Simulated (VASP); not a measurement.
MoS2: single point with PBEsol

MoS2:

```xyz
6
Lattice="3.1416 0.0000 0.0000 -1.5708 2.7207 0.0000 0.0000 0.0000 12.1932" Properties=species:S:1:pos:R:3 pbc="T T T"
Mo    0.0000    1.8138    3.0483
Mo    1.5708    0.9069    9.1449
S     0.0000    1.8138    7.6329
S     1.5708    0.9069    1.5363
S     0.0000    1.8138   10.6569
S     1.5708    0.9069    4.5603
```

```yaml
Program: VASP 6.6.1
Task: single point
Functional: PBEsol
Potentials_or_basis: VASP PAW PBE potentials, release 64 (Mo_sv, S)
Cutoff: 520 eV
k_mesh: 12 × 12 × 2
Occupations: methfessel-paxton, width 0.114 eV
Spin: no spin polarisation
Dipole_correction: no
Further_INCAR_settings: ALGO = Normal; EDIFF = 1e-06; NBANDS = 35
```

| Property | Result |
| --- | --- |
| Pressure | 5.3 GPa |
| Largest force | 0.944 eV/Å |
| Band gap on the k mesh | 0.80 eV, indirect (least direct gap 1.65 eV) |

Forces on the atoms (eV/Å):
```
Mo   0.000  0.000  0.000
Mo   0.000  0.000  0.000
S    0.000  0.000 -0.944
S    0.000  0.000 -0.944
S    0.000  0.000  0.944
S    0.000  0.000  0.944
```

Stress tensor (GPa, compression positive):
```
3.31 0.00 0.00
0.00 3.31 0.00
0.00 0.00 9.33
```

Levels at points of the mesh, in eV from the valence-band top:
```csv
k point,band 23,band 24,band 25,band 26,band 27,band 28,band 29,band 30
"(0.00, 0.00, 0.00)",-2.51,-1.29,-1.25,0.00,2.04,2.04,2.06,2.06
"(0.50, 0.00, 0.00)",-1.99,-1.81,-1.62,-1.48,1.47,1.52,1.95,2.19
"(0.00, 0.00, 0.50)",-2.53,-2.53,-0.30,-0.30,2.04,2.04,2.04,2.04
"(0.50, 0.00, 0.50)",-1.90,-1.90,-1.54,-1.54,1.50,1.50,2.08,2.08
```

Wall time 79 s on 1 thread of Intel(R) Xeon(R) Platinum 8488C (Sapphire Rapids), on a shared host, peak memory 0.28 GiB.

Caveat: the PAW data sets were made with another functional, which shifts forces and pressure a little; this functional lacks dispersion, which binds the layers, so the pressure and a relaxed spacing across them are unreliable. A k mesh can miss the band edges.
